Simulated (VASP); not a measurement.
Runs of VASP 6.6.1 on IrRh2. The structure is that of space group P6/mmm (No. 191), or close to it. The cells are those of the table. 

```tsv
task	cell	k mesh	cutoff (eV)	gap on the mesh (eV)	pressure (GPa)	relaxed volume (Å³/atom)
relaxation of cell and atoms	relaxed from a = 3.397, b = 3.397, c = 3.667 Å, angles 90.0, 90.0, 120.0°, 3 atoms	6 × 6 × 6	600	none	-0.1	14.49
single point	a = 3.397, b = 3.397, c = 3.667 Å, angles 90.0, 90.0, 120.0°, 3 atoms	6 × 6 × 6	520	none	(a)	-
relaxation of cell and atoms	relaxed from a = 4.323, b = 4.323, c = 2.690 Å, angles 90.0, 90.0, 120.0°, 3 atoms	12 × 12 × 18	600	none	0.0	14.49
single point	a = 4.323, b = 4.323, c = 2.690 Å, angles 90.0, 90.0, 120.0°, 3 atoms	6 × 6 × 6	520	none	0.0	-
single point	a = 4.336, b = 4.336, c = 2.669 Å, angles 90.0, 90.0, 120.0°, 3 atoms	12 × 12 × 18	520	none	0.2	-
```

Alike in all rows: level PBE; potentials or basis VASP PAW PBE potentials, release 64 (Ir, Rh_pv); no spin polarisation; smearing gaussian 0.1 eV.

**Question.** Estimate the missing entries.

**Answer.** (a) 184.3.

Caveats: some runs use coarse meshes; spin-orbit coupling is left out, which moves the levels of the heavy elements; the volume moved by over 15 % at a fixed basis, so the end points are rough (some runs).

A k mesh can miss the band edges, and the runs leave out spin-orbit coupling on Ir, Rh.

A gap of «none» marks levels without a gap at the run's occupations.
